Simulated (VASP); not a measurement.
Wanted: the native input for a VASP 6.6.1 run.

* Task: single point
* Functional: LDA
* Potentials or basis: VASP PAW LDA potentials, release 64 (Cu_sv_GW, F)
* Cutoff: 700 eV
* k mesh: 12 × 12 × 4
* Occupations: fermi-dirac, width 0.02 eV
* Spin: no spin polarisation
* Dipole correction: no
* Second run: valence_matched
* Further INCAR settings: ALGO = Normal; EDIFF = 1e-06; NBANDS = 34

The structure of CuF lies in POSCAR:

```
CuF
1.0
    3.4354305349      0.0000000000      0.0000000000
   -1.7177152674      2.9751701161      0.0000000000
    0.0000000000      0.0000000000      4.9135756032
Cu F
2 2
Direct
    0.3333333333      0.6666666667      0.2500000000
    0.6666666667      0.3333333333      0.7500000000
    0.6666666667      0.3333333333      0.2500000000
    0.3333333333      0.6666666667      0.7500000000
```

These files were run (other wordings do the same):

INCAR

```
PREC = Accurate
ENCUT = 700
EDIFF = 1E-6
ISMEAR = -1
SIGMA = 0.02
LREAL = False
LASPH = True
NELM = 120
ALGO = Normal
ISIF = 2
LWAVE = False
LCHARG = False
GGA = CA
NBANDS = 34
GGA_COMPAT = False
```

KPOINTS

```
Automatic mesh
0
Gamma
  12 12 4
```

Potentials or basis: VASP PAW LDA potentials, release 64 (Cu_sv_GW, F).

Run with:

```bash
$ cat potpaw_LDA.64/Cu_sv_GW/POTCAR potpaw_LDA.64/F/POTCAR > POTCAR
$ mpirun -np 1 vasp_std > vasp.out
```

Results of the run:

| Quantity | Value |
| --- | --- |
| Pressure | -2.2 GPa |
| Band gap on the k mesh | zero (band 26 reaches 3.55 eV, above the bottom of band 27 at 3.49 eV) |

Caveat: semilocal functionals often make such compounds metallic where correlation or magnetic order opens a gap, which also shifts bond lengths.

It took 2.6 min on 1 thread of Intel(R) Xeon(R) Platinum 8375C CPU @ 2.90GHz (Ice Lake) (shared host), peak memory 0.27 GiB.
